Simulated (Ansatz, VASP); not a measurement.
## HfO3: VASP beside Ansatz

```
CELL_PARAMETERS angstrom
0.00000 2.65333 2.65333
2.65333 0.00000 2.65333
2.65333 2.65333 0.00000
ATOMIC_POSITIONS crystal
Hf 0.50000 0.50000 0.50000
O 0.00000 0.00000 0.00000
O 0.25000 0.25000 0.25000
O 0.75000 0.75000 0.75000
```

Alike in both runs: functional PBE; k mesh 16 × 16 × 16; occupations gaussian, width 0.1 eV; no spin polarisation.

Ansatz relaxed the structure, and its values are those at the end. VASP's run is a single point on that final structure, the one shown.

|  | VASP | Ansatz |
| --- | --- | --- |
| version | VASP 6.6.1 | Ansatz 0.2.0 |
| potentials or method | VASP PAW PBE potentials, release 64 (Hf_pv, O), cutoff 520 eV | scalar-relativistic, plane waves, PAW |
| valence electrons in the cell | 28 | 44 |

|  | VASP | Ansatz | Ansatz less VASP |
| --- | --- | --- | --- |
| gap on the k mesh at the Fermi level (eV) | none | none | - |
| pressure (GPa) | -2.9 | 0.0 | +2.91 |

A gap of «none» marks a metal or a gap that the smearing closes. With one functional, cell and mesh, what is left measures potentials, basis and numerics. VASP's potentials hold 28 valence electrons a cell and Ansatz's 44, so a difference there can come from the potentials and not from the codes.

Spin-orbit coupling is off throughout.
